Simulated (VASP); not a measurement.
# TePt (P6_3/mmc) in VASP: further runs

TePt is run at these levels: PBEsol; tasks: single point, relaxation of shape and atoms at fixed volume.

Everything below comes from runs of VASP 6.6.1. Logs are shortened: lines on timing, memory, paths and dates and some standing lists are left out, and cuts for length are marked.

## Step 1: The cell of the first run

Symmetry: P6_3/mmc, No. 194, hexagonal system. Conventional cell: a = 4.312 Å, b = 4.312 Å, c = 5.634 Å, α = 90.00°, β = 90.00°, γ = 120.00°. Te (site symmetry -6m2) has 6 Pt at 2.86 Å and 6 Te at 3.76 Å within 3.8 Å. Within 3.7 Å of Pt (site symmetry -3m) lie 2 Pt at 2.82 Å and 6 Te at 2.86 Å.

## Step 2: Single point, PBEsol (22.68 Å³/atom)

File INCAR:

```
  PREC = Accurate
  ENCUT = 520
  EDIFF = 1E-6
  ISMEAR = 0
  SIGMA = 0.1
  LREAL = F
  LASPH = T
  NELM = 100
  ALGO = Normal
  ISIF = 2
  LWAVE = F
  LCHARG = T
  GGA = PS
  LELF = T
  LVHAR = T
  NBANDS = 24
```

File KPOINTS:

```
regular mesh
0
Gamma
  12 12 8
```

File POSCAR:

```
TePt
1.0
    4.3122821607      0.0000000000      0.0000000000
   -2.1561410804      3.7345458994      0.0000000000
    0.0000000000      0.0000000000      5.6338203479
Te Pt
2 2
Direct
    0.3333333333      0.6666666667      0.2500000000
    0.6666666667      0.3333333333      0.7500000000
    0.0000000000      0.0000000000      0.0000000000
    0.0000000000      0.0000000000      0.5000000000
```

Potentials or basis: VASP PAW PBE potentials, release 64 (Te, Pt).

Run with:

```console
$ cat potpaw_PBE.64/Te/POTCAR potpaw_PBE.64/Pt/POTCAR > POTCAR
$ mpirun -np 1 vasp_std > vasp.out
```

OUTCAR:

```text
PREC = Accurate
   ENCUT = 520
   EDIFF = 1E-6
   ISMEAR = 0
   LREAL = F
   LASPH = T
   NELM = 100
   ISIF = 2
   GGA = PS

 ion  position               nearest neighbor table
   1  0.333  0.667  0.250-   3 2.86   4 2.86   3 2.86   4 2.86   3 2.86   4 2.86
   2  0.667  0.333  0.750-   3 2.86   4 2.86   3 2.86   4 2.86   3 2.86   4 2.86
   3  0.000  0.000  0.000-   4 2.82   4 2.82   1 2.86   2 2.86   1 2.86   2 2.86   2 2.86   1 2.86

   4  0.000  0.000  0.500-   3 2.82   3 2.82   1 2.86   2 2.86   1 2.86   2 2.86   2 2.86   1 2.86

  LATTYP: Found a hexagonal cell.
 ALAT       =     4.3122821607
 C/A-ratio  =     1.3064591179

  Lattice vectors:

 A1 = (   4.3122821607,   0.0000000000,   0.0000000000)
 A2 = (  -2.1561410804,   3.7345458994,   0.0000000000)
 A3 = (   0.0000000000,   0.0000000000,   5.6338203479)

Analysis of symmetry for initial positions (statically):
=====================================================================
 Subroutine PRICEL returns:
 Original cell was already a primitive cell.

 Routine SETGRP: Setting up the symmetry group for a
 hexagonal supercell.

 Subroutine GETGRP returns: Found 24 space group operations
 (whereof 12 operations were pure point group operations)
 out of a pool of 24 trial point group operations.

The static configuration has the point symmetry D_3d.
 The point group associated with its full space group is D_6h.

Analysis of symmetry for dynamics (positions and initial velocities):
=====================================================================
 Subroutine PRICEL returns:
 Original cell was already a primitive cell.

 Routine SETGRP: Setting up the symmetry group for a
 hexagonal supercell.

 Subroutine GETGRP returns: Found 24 space group operations
 (whereof 12 operations were pure point group operations)
 out of a pool of 24 trial point group operations.

The dynamic configuration has the point symmetry D_3d.
 The point group associated with its full space group is D_6h.

 Subroutine INISYM returns: Found 24 space group operations
 (whereof 12 operations are pure point group operations),
 and found     1 'primitive' translations

----------------------------------------------------------------------------------------

                                     Primitive cell

[... 90 lines left out ...]
   LSORBIT =      F    spin-orbit coupling
   LASPH  =      T    aspherical Exc in radial PAW
   ENCUT  =  520.0 eV  38.22 Ry    6.18 a.u.   8.02  8.02 10.48*2*pi/ulx,y,z
   NELM   =    100;   NELMIN=  2; NELMDL= -5     # of ELM steps
   EDIFF  = 0.1E-05   stopping-criterion for ELM
   LREAL  =      F    real-space projection
   EDIFFG = 0.1E-04   stopping-criterion for IOM
   NSW    =      0    number of steps for IOM
   IBRION =     -1    ionic relax: 0-MD 1-quasi-New 2-CG
   NFREE  =      0    steps in history (QN), initial steepest desc. (CG)
   ISIF   =      2    stress and relaxation
   ISYM   =      2    0-nonsym 1-usesym 2-fastsym
   POTIM  = 0.5000    time-step for ionic-motion
   TEBEG  =    0.0;   TEEND  =   0.0 temperature during run
   PSTRESS=    0.0 pullay stress
   NELECT =      32.0000    total number of electrons
   NUPDOWN=      -1.0000    fix difference up-down
   EMIN   =  10.00;   EMAX   =-10.00  energy-range for DOS
   EFERMI =   0.00;   METHOD = LEGACY
   ISMEAR =     0;   SIGMA  =   0.10  broadening in eV -4-tet -1-fermi 0-gaus
   EFERMI_NEDOS =   21; number of points for ismear=-14 and -15
   IALGO  =     38    algorithm
   IMIX   =      4    mixing-type and parameters
     AMIX     =   0.40;   BMIX     =  1.00
     AMIX_MAG =   1.60;   BMIX_MAG =  1.00
  volume/ion in A,a.u.               =      22.68       153.07
  Fermi-wavevector in a.u.,A,eV,Ry     =   1.156668  2.185786 18.202984  1.337882
  Thomas-Fermi vector in A             =   2.293286
   LORBIT       =      0    0 simple, 1 ext, 2 COOP (PROOUT), +10 PAW based schemes
   GGA     = PS    functional components
   LHFCALC =     F    Hartree Fock is set to
   AEXX    =    0.0000 exact exchange contribution
   IVDW    =     0    specifies the selected vdW correction
   LEPSILON=     F    determine dielectric tensor
   LRPA    =     F    only Hartree local field effects (RPA)
 non-spin polarized calculation
 Gauss-broadening in eV      SIGMA  =   0.10
  energy-cutoff  :      520.00
  volume of cell :       90.73
 maximum number of plane-waves:      2459
   NGX = 17   NGY = 17   NGZ = 21

 number of electron      31.9999999 magnetization

 Free energy of the ion-electron system (eV)
  ---------------------------------------------------
  ext. energy  EPLUGINS =         0.00000000
  ---------------------------------------------------
  free energy    TOTEN  =       -21.72446461 eV

  energy without entropy =      -21.71150604  energy(sigma->0) =      -21.71798533

 E-fermi :   8.5476     XC(G=0): -11.0843

 val. band max:        8.5459390621   @ k =   0.3333   0.2500   0.0000
 cond. band min:       8.5494604990   @ k =   0.0833   0.0833   0.1250
 fundamental gap:      0.0035214368
 Fermi energy:         8.5475906829

 k-point     1 :       0.0000    0.0000    0.0000
  band No.  band energies     occupation
      1      -5.0157      2.00000
      2      -2.5653      2.00000
      3       1.8273      2.00000
      4       2.8647      2.00000
      5       2.8647      2.00000
      6       3.4378      2.00000
[... 637 lines left out ...]
     23      15.0083      0.00000
     24      16.0590      0.00000

 [... further k-points ...]

------------------------ aborting loop because EDIFF is reached ----------------------------------------

  FORCE on cell =-STRESS in cart. coord.  units (eV):
  Direction    XX          YY          ZZ          XY          YZ          ZX
  --------------------------------------------------------------------------------------
  -------------------------------------------------------------------------------------
  Total       -3.9572655     -3.9572655     -4.0333449      0.0000000      0.0000000      0.0000000
  in kB      -69.8807895    -69.8807895    -71.2242647      0.0000000      0.0000000      0.0000000
  external PRESSURE =     -70.3286146 kB  Pullay stress =       0.0000000 kB

 VOLUME and BASIS-vectors are now :
 -----------------------------------------------------------------------------
  energy-cutoff  :      520.00
  volume of cell :       90.73
      direct lattice vectors                 reciprocal lattice vectors
     4.312282161  0.000000000  0.000000000     0.231895772  0.133885086  0.000000000
    -2.156141080  3.734545899  0.000000000     0.000000000  0.267770173  0.000000000
     0.000000000  0.000000000  5.633820348     0.000000000  0.000000000  0.177499448

 POSITION                                       TOTAL-FORCE (eV/Angst)
 -----------------------------------------------------------------------------------
     -0.00000      2.48970      1.40846         0.000000      0.000000      0.000000
      2.15614      1.24485      4.22537         0.000000     -0.000000      0.000000
      0.00000      0.00000      0.00000        -0.000000     -0.000000      0.000000
      0.00000      0.00000      2.81691        -0.000000     -0.000000      0.000000
 -----------------------------------------------------------------------------------
    total drift:                               -0.000000      0.000000      0.000000

  FREE ENERGIE OF THE ION-ELECTRON SYSTEM (eV)
  ---------------------------------------------------
  free  energy   TOTEN  =       -21.7244646098 eV

  energy  without entropy=      -21.7115060441  energy(sigma->0) =      -21.71798533
```

OSZICAR:

```text
N       E                     dE             d eps       ncg     rms          rms(c)
DAV:   1     0.158285889856E+03    0.15829E+03   -0.13826E+04  4576   0.117E+03
DAV:   2    -0.153057521176E+02   -0.17359E+03   -0.15931E+03  5472   0.226E+02
DAV:   3    -0.220685455424E+02   -0.67628E+01   -0.66175E+01  5624   0.432E+01
DAV:   4    -0.221608087685E+02   -0.92263E-01   -0.92215E-01  5344   0.556E+00
DAV:   5    -0.221626870319E+02   -0.18783E-02   -0.18780E-02  5800   0.752E-01    0.189E+01
DAV:   6    -0.218278268335E+02    0.33486E+00   -0.10368E+00  4952   0.767E+00    0.112E+01
DAV:   7    -0.217641983604E+02    0.63628E-01   -0.28278E-01  4648   0.397E+00    0.300E+00
DAV:   8    -0.217251017637E+02    0.39097E-01   -0.14097E-01  4848   0.294E+00    0.143E+00
DAV:   9    -0.217254300992E+02   -0.32834E-03   -0.52385E-03  5464   0.388E-01    0.102E+00
DAV:  10    -0.217247436669E+02    0.68643E-03   -0.57532E-03  4768   0.483E-01    0.239E-01
DAV:  11    -0.217244820305E+02    0.26164E-03   -0.46930E-04  5352   0.171E-01    0.223E-01
DAV:  12    -0.217244727408E+02    0.92897E-05   -0.50967E-05  5264   0.351E-02    0.781E-02
DAV:  13    -0.217244670471E+02    0.56937E-05   -0.66783E-06  5472   0.191E-02    0.279E-02
DAV:  14    -0.217244648293E+02    0.22178E-05   -0.36544E-06  4808   0.135E-02    0.545E-03
DAV:  15    -0.217244646098E+02    0.21951E-06   -0.38377E-07  2536   0.417E-03
   1 F= -.21724465E+02 E0= -.21717985E+02  d E =-.129586E-01
```

Run time: 1.7 min. Hardware: 1 thread of Intel Xeon Platinum 8488C (Sapphire Rapids), shared host; peak memory 0.33 GiB.

What came out:

```yaml
Free_energy: -21.7245 eV
Pressure: -7.0 GPa
Band_gap_on_the_k_mesh: zero (bands 16 and 17 overlap by 1.35 eV)
```

Levels at points of the mesh, in eV from the Fermi level:
```
           k point  band 12  band 13  band 14  band 15  band 16  band 17  band 18  band 19  band 20  band 21
(0.00, 0.00, 0.00)    -1.69    -1.53    -1.53     0.23     0.61     1.20     1.79     2.03     2.03     4.62
(0.50, 0.00, 0.00)    -2.60    -2.33    -1.84    -1.69    -1.60     1.30     2.34     3.47     3.53     3.94
(0.00, 0.00, 0.50)    -3.04    -2.47    -2.47     0.92     0.92     0.92     0.92     3.67     3.67     5.51
(0.50, 0.00, 0.50)    -2.67    -2.66    -2.66    -0.36    -0.36     0.33     0.33     2.53     2.53     6.83
```

Caveat: the cell stands under tension; the PAW data sets were made with another functional, which shifts forces and pressure a little; spin-orbit coupling is left out, which moves the levels of the heavy elements.

## Step 3: Relaxation of shape and atoms at fixed volume, PBEsol (20.11 Å³/atom)

This run uses another cell than the first one, of 20.11 Å³/atom.

File INCAR:

```
ALGO     = Normal         # electronic algorithm
EDIFF    = 1E-6           # SCF threshold, eV
EDIFFG   = -0.01          # ionic threshold
ENCUT    = 600            # plane-wave cutoff, eV
GGA      = PS             # functional
IBRION   = 2              # ionic algorithm
ISIF     = 4              # what is computed and relaxed
ISMEAR   = 0              # smearing method
LASPH    = True           # aspherical terms in the spheres
LCHARG   = False          # write CHGCAR
LREAL    = False          # projectors in reciprocal space
LWAVE    = False          # write WAVECAR
NELM     = 60             # most SCF steps
NSW      = 50             # ionic steps
PREC     = Accurate       # precision mode
SIGMA    = 0.1            # smearing width, eV
```

File KPOINTS:

```
k-points
0
Gamma
  12 12 8
```

File POSCAR:

```
TePt
1.0
    4.1324774171      0.0000000000      0.0000000000
   -2.0662387085      3.5788304238      0.0000000000
    0.0000000000      0.0000000000      5.4402435670
Te Pt
2 2
Direct
    0.3333333333      0.6666666667      0.2500000000
    0.6666666667      0.3333333333      0.7500000000
    0.0000000000      0.0000000000      0.0000000000
    0.0000000000      0.0000000000      0.5000000000
```

Potentials or basis: VASP PAW PBE potentials, release 64 (Te, Pt).

Run with:

```console
$ cat potpaw_PBE.64/Te/POTCAR potpaw_PBE.64/Pt/POTCAR > POTCAR
$ mpirun -np 1 vasp_std > vasp.out
```

OUTCAR:

```text
EDIFF = 1E-6
   EDIFFG = -0.01
   ENCUT = 600
   GGA = PS
   IBRION = 2
   ISIF = 4
   ISMEAR = 0
   LASPH = True
   LREAL = False
   NELM = 60
   NSW = 50
   PREC = Accurate

 ion  position               nearest neighbor table
   1  0.333  0.667  0.250-   3 2.75   4 2.75   3 2.75   4 2.75   3 2.75   4 2.75   2 3.62   2 3.62
                             2 3.62   2 3.62   2 3.62   2 3.62
   2  0.667  0.333  0.750-   3 2.75   4 2.75   3 2.75   4 2.75   3 2.75   4 2.75   1 3.62   1 3.62
                             1 3.62   1 3.62   1 3.62   1 3.62
   3  0.000  0.000  0.000-   4 2.72   4 2.72   1 2.75   2 2.75   1 2.75   2 2.75   2 2.75   1 2.75

   4  0.000  0.000  0.500-   3 2.72   3 2.72   1 2.75   2 2.75   1 2.75   2 2.75   2 2.75   1 2.75

  LATTYP: Found a hexagonal cell.
 ALAT       =     4.1324774171
 C/A-ratio  =     1.3164605678

  Lattice vectors:

 A1 = (   4.1324774171,   0.0000000000,   0.0000000000)
 A2 = (  -2.0662387085,   3.5788304238,   0.0000000000)
 A3 = (   0.0000000000,   0.0000000000,   5.4402435670)

Analysis of symmetry for initial positions (statically):
=====================================================================
 Subroutine PRICEL returns:
 Original cell was already a primitive cell.

 Routine SETGRP: Setting up the symmetry group for a
 hexagonal supercell.

 Subroutine GETGRP returns: Found 24 space group operations
 (whereof 12 operations were pure point group operations)
 out of a pool of 24 trial point group operations.

The static configuration has the point symmetry D_3d.
 The point group associated with its full space group is D_6h.

Analysis of symmetry for dynamics (positions and initial velocities):
=====================================================================
 Subroutine PRICEL returns:
 Original cell was already a primitive cell.

[... 187 lines left out ...]
      0.00000      0.00000      0.00000        -0.000000      0.000000      0.000000
      0.00000      0.00000      2.72012        -0.000000      0.000000      0.000000
 -----------------------------------------------------------------------------------
    total drift:                                0.000000     -0.000000      0.000000

  FREE ENERGIE OF THE ION-ELECTRON SYSTEM (eV)
  ---------------------------------------------------
  free  energy   TOTEN  =       -21.6972782586 eV

  energy  without entropy=      -21.6852242580  energy(sigma->0) =      -21.69125126

--------------------------------------- Ionic step        2  -------------------------------------------

 number of electron      32.0000004 magnetization

 Free energy of the ion-electron system (eV)
  ---------------------------------------------------
  ext. energy  EPLUGINS =         0.00000000
  ---------------------------------------------------
  free energy    TOTEN  =       -21.69749782 eV

  energy without entropy =      -21.68564501  energy(sigma->0) =      -21.69157141

 E-fermi :  10.5634     XC(G=0): -11.6849

 val. band max:       10.5615115336   @ k =   0.0000   0.0000   0.1250
 cond. band min:      10.5728121946   @ k =   0.1667   0.0833   0.0000
 fundamental gap:      0.0113006609
 Fermi energy:        10.5634306512

 k-point     1 :       0.0000    0.0000    0.0000
  band No.  band energies     occupation
      1      -4.1182      2.00000
      2      -1.0062      2.00000
      3       2.7179      2.00000
      4       3.8777      2.00000
      5       3.8777      2.00000
      6       4.4931      2.00000
[... 541 lines left out ...]
     19      13.2288      0.00000
     20      14.1353      0.00000

 [... further k-points ...]

------------------------ aborting loop because EDIFF is reached ----------------------------------------

  FORCE on cell =-STRESS in cart. coord.  units (eV):
  Direction    XX          YY          ZZ          XY          YZ          ZX
  --------------------------------------------------------------------------------------
  -------------------------------------------------------------------------------------
  Total        4.9243009      4.9243009      4.9713782      0.0000000      0.0000000      0.0000000
  in kB       98.0584913     98.0584913     98.9959514      0.0000000      0.0000000      0.0000000
  external PRESSURE =      98.3709780 kB  Pullay stress =       0.0000000 kB

 VOLUME and BASIS-vectors are now :
 -----------------------------------------------------------------------------
  energy-cutoff  :      600.00
  volume of cell :       80.46
      direct lattice vectors                 reciprocal lattice vectors
     4.128971045  0.000000000  0.000000000     0.242191090  0.139829091 -0.000000000
    -2.064485523  3.575793817  0.000000000    -0.000000000  0.279658183 -0.000000000
     0.000000000  0.000000000  5.449487331     0.000000000 -0.000000000  0.183503500

 POSITION                                       TOTAL-FORCE (eV/Angst)
 -----------------------------------------------------------------------------------
     -0.00000      2.38386      1.36237         0.000000      0.000000      0.000000
      2.06449      1.19193      4.08712        -0.000000     -0.000000      0.000000
      4.12897      0.00000      0.00000        -0.000000     -0.000000      0.000000
      4.12897      0.00000      2.72474        -0.000000     -0.000000      0.000000
 -----------------------------------------------------------------------------------
    total drift:                                0.000000     -0.000000      0.000000

  FREE ENERGIE OF THE ION-ELECTRON SYSTEM (eV)
  ---------------------------------------------------
  free  energy   TOTEN  =       -21.6974978205 eV

  energy  without entropy=      -21.6856450094  energy(sigma->0) =      -21.69157141

 reached required accuracy - stopping structural energy minimisation
```

OSZICAR:

```text
N       E                     dE             d eps       ncg     rms          rms(c)
DAV:   1     0.192778807848E+03    0.19278E+03   -0.15756E+04  3808   0.161E+03
DAV:   2    -0.119296003482E+02   -0.20471E+03   -0.19359E+03  4420   0.282E+02
DAV:   3    -0.219420971622E+02   -0.10012E+02   -0.95388E+01  4628   0.580E+01
DAV:   4    -0.221402619901E+02   -0.19816E+00   -0.19721E+00  4292   0.880E+00
[... 11 lines left out ...]
DAV:   1    -0.216981067387E+02   -0.82842E-03   -0.35974E-02  3844   0.129E+00    0.139E-01
DAV:   2    -0.216976189109E+02    0.48783E-03   -0.92251E-04  4328   0.242E-01    0.613E-02
DAV:   3    -0.216975147732E+02    0.10414E-03   -0.17772E-04  4220   0.104E-01    0.365E-02
DAV:   4    -0.216974983321E+02    0.16441E-04   -0.28697E-05  4288   0.376E-02    0.129E-02
DAV:   5    -0.216974978205E+02    0.51162E-06   -0.23842E-06  3252   0.101E-02
   2 F= -.21697498E+02 E0= -.21691571E+02  d E =-.219562E-03
```

CONTCAR:

```text
TePt
   1.00000000000000
     4.1289710453249917    0.0000000000033999    0.0000000000000000
    -2.0644855226095942    3.5757938167690586    0.0000000000000000
     0.0000000000000000    0.0000000000000000    5.4494873305683083
  Te              Pt
     2     2
Direct
     0.3333333332999970    0.6666666667000030    0.2500000000000000
     0.6666666667000030    0.3333333332999970    0.7500000000000000
     1.0000000000000000    0.0000000000000000    0.0000000000000000
     1.0000000000000000    0.0000000000000000    0.5000000000000000

  0.00000000E+00  0.00000000E+00  0.00000000E+00
  0.00000000E+00  0.00000000E+00  0.00000000E+00
  0.00000000E+00  0.00000000E+00  0.00000000E+00
  0.00000000E+00  0.00000000E+00  0.00000000E+00
```

It took 2.7 min on 1 thread of Intel Xeon Platinum 8488C (Sapphire Rapids), shared host; peak memory 0.36 GiB.

Results:

```yaml
Free_energy: -21.6975 eV
Energy_gained_by_relaxing: 0.1 meV/atom
Ionic_steps: 2
Pressure_after_relaxing: 9.8 GPa
Band_gap_on_the_k_mesh: zero (bands 16 and 17 overlap by 1.46 eV)
```

The path:
| step | energy change (eV) | largest force (eV/Å) | pressure (GPa) | volume (Å³) |
| --- | --- | --- | --- | --- |
| 1 | 0.0000 | 0.0000 | 9.86 | 80.46 |
| 2 | -0.0002 | 0.0000 | 9.84 | 80.46 |

Final structure:
```
Te Pt
1.0
     4.12897    0.00000    0.00000
    -2.06449    3.57579    0.00000
     0.00000    0.00000    5.44949
Te Pt
2 2
Direct
  0.33333 0.66667 0.25000
  0.66667 0.33333 0.75000
  0.00000 0.00000 0.00000
  0.00000 0.00000 0.50000
```

Caveat: the PAW data sets were made with another functional, which shifts forces and pressure a little; spin-orbit coupling is left out, which moves the levels of the heavy elements.
